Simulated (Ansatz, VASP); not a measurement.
SrHg2Ge2: VASP beside Ansatz

INCAR

```
SYSTEM = SrHg2Ge2
ALGO = Normal
EDIFF = 1E-6
ENCUT = 520
GGA = PE
ISIF = 2
ISMEAR = -5
LASPH = .TRUE.
LCHARG = .FALSE.
LREAL = .FALSE.
LWAVE = .FALSE.
NBANDS = 39
NELM = 60
PREC = Accurate
SIGMA = 0.1
```

File KPOINTS:

```
k-points
0
G
  5 5 3
  0 0 0
```

POSCAR

```
SrHg2Ge2
1.0
    2.2426220000      3.8843310000      0.0000000000
   -2.2426220000      3.8843310000      0.0000000000
    0.0000000000      0.0000000000      7.4503240000
Sr Hg Ge
1 2 2
Direct
    0.0000000000      0.0000000000      0.0000000000
    0.3333000000      0.3334000000      0.6308000000
    0.6667000000      0.6666000000      0.3692000000
    0.3333000000      0.3334000000      0.2508000000
    0.6667000000      0.6666000000      0.7492000000
```

Input for Ansatz:

```yaml
crystal:
  lattice:
    - [2.242622, 3.884331, 0.0]
    - [-2.242622, 3.884331, 0.0]
    - [0.0, 0.0, 7.450324]
  atoms:
    - { symbol: Sr, position: [0.0, 0.0, 0.0] }
    - { symbol: Hg, position: [0.3333, 0.3334, 0.6308] }
    - { symbol: Hg, position: [0.6667, 0.6666, 0.3692] }
    - { symbol: Ge, position: [0.3333, 0.3334, 0.2508] }
    - { symbol: Ge, position: [0.6667, 0.6666, 0.7492] }
  symmetry: { tolerance: 0.0003 }
kpoints:
  mp_grid: { grid: [5, 5, 3], shift: [0, 0, 0] }
magnetization:
  spin_polarized: false
scf:
  occupations: { method: tetrahedron }
hamiltonian:
  pseudopotentials: { kind: paw }
  xc: pbe
basis:
  ecutwfc: 420
  ecutrho_ratio: 6
output:
  forces: true
  stress: true
  eigenvalues: true
```

Alike in both runs: task single point; functional PBE; k mesh 5 × 5 × 3; occupations tetrahedron; no spin polarisation.

```csv
,VASP,Ansatz
version,VASP 6.6.1,Ansatz 0.2.0
potentials or method,"VASP PAW PBE potentials, release 64 (Sr_sv, Hg, Ge_d), cutoff 520 eV",PAW plane waves
valence electrons in the cell,62,78
```

VASP gave:

```
gap on the k mesh at the Fermi level (eV)                     : none
pressure (GPa)                                                : 1.6
traceless stress, the component that is largest in VASP (GPa) : -0.89
rms of the force components (eV/Å)                            : 0.093
```

What did Ansatz give for the same quantities?

gap on the k mesh at the Fermi level (eV): none; pressure (GPa): 1.4; traceless stress, the component that is largest in VASP (GPa): -0.87; rms of the force components (eV/Å): 0.097.

Atom by atom the forces differ by 0.011 eV/Å (rms over components). A gap of «none» marks a metal or a gap that the smearing closes. With one functional, cell and mesh, what is left measures potentials, basis and numerics. VASP's potentials hold 62 valence electrons a cell and Ansatz's 78, so a difference there can come from the potentials and not from the codes. Ansatz's warnings: band table not solved further, structure snapped to symmetry, tetrahedron derivatives may miss energy slope.

Neither program's run includes spin-orbit coupling.
